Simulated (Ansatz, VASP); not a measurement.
**In2O3 in VASP and in Ansatz**

```
In O
1.0
     2.74350    1.58396    4.98177
    -2.74350    1.58396    4.98177
     0.00000   -3.16792    4.98177
In O
4 6
Direct
  0.35613 0.35613 0.35613
  0.14387 0.14387 0.14387
  0.64387 0.64387 0.64387
  0.85613 0.85613 0.85613
  0.54677 0.95323 0.25000
  0.25000 0.54677 0.95323
  0.95323 0.25000 0.54677
  0.45323 0.04677 0.75000
  0.75000 0.45323 0.04677
  0.04677 0.75000 0.45323
```

Change from the starting cell: z stretched by +3 %, ions relaxed.

Alike in both runs: functional PBE; k mesh 7 × 7 × 7; occupations fermi-dirac, width 0.02 eV; no spin polarisation.

Ansatz relaxed the structure, and its values are those at the end. VASP's run is a single point on that final structure, the one shown.

|  | VASP | Ansatz |
| --- | --- | --- |
| version | VASP 6.6.1 | Ansatz 0.2.0 |
| potentials or method | VASP PAW PBE potentials, release 64 (In_d, O) | plane-wave PAW, scalar-relativistic |
| plane-wave cutoff (eV) | 520 | 420 |
| valence electrons in the cell | 88 | 88 |

|  | VASP | Ansatz | Ansatz less VASP |
| --- | --- | --- | --- |
| gap on the k mesh at the Fermi level (eV) | 1.11 | 1.12 | +0.007 |
| pressure (GPa) | 4.1 | 3.7 | -0.44 |
| rms of the force components (eV/Å) | 0.008 | 0.000 | -0.0075 |

The functional is the same, so the differences come from potentials, cutoffs and numerics. Ansatz's warnings: stress scf threshold loose.
